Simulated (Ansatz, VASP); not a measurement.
**One calculation of Sr2TeO, two programs**

```
O Te Sr
1.0
     2.06883    1.19444    7.03545
    -2.06883    1.19444    7.03545
     0.00000   -2.38888    7.03545
O Te Sr
1 1 2
Direct
  0.00000 0.00000 0.00000
  0.50000 0.50000 0.50000
  0.26816 0.26816 0.26816
  0.73184 0.73184 0.73184
```

Alike in both runs: task single point; functional PBE; k mesh 8 × 8 × 8; no spin polarisation.

|  | VASP | Ansatz |
| --- | --- | --- |
| version | VASP 6.6.1 | Ansatz 0.2.0 |
| potentials or method | VASP PAW PBE potentials, release 64 (O, Te, Sr_sv) | plane waves, PAW |
| plane-wave cutoff (eV) | 520 | 420 |
| occupations | gaussian, width 0.01 eV | fixed |
| valence electrons in the cell | 32 | 42 |

Ansatz gave:

| Item | Value |
| --- | --- |
| gap on the k mesh at the Fermi level (eV) | 1.08 |
| pressure (GPa) | 0.6 |
| traceless stress, the component that is largest in VASP (GPa) | 0.27 |
| rms of the force components (eV/Å) | 0.023 |

Problem. Estimate VASP's values.

Solution. gap on the k mesh at the Fermi level (eV): 1.06; pressure (GPa): 0.8; traceless stress, the component that is largest in VASP (GPa): 0.28; rms of the force components (eV/Å): 0.023.

Atom by atom the forces differ by 0.000 eV/Å (rms over components). VASP's potentials hold 32 valence electrons a cell and Ansatz's 42, so a difference there can come from the potentials and not from the codes.

Neither program's run includes spin-orbit coupling.
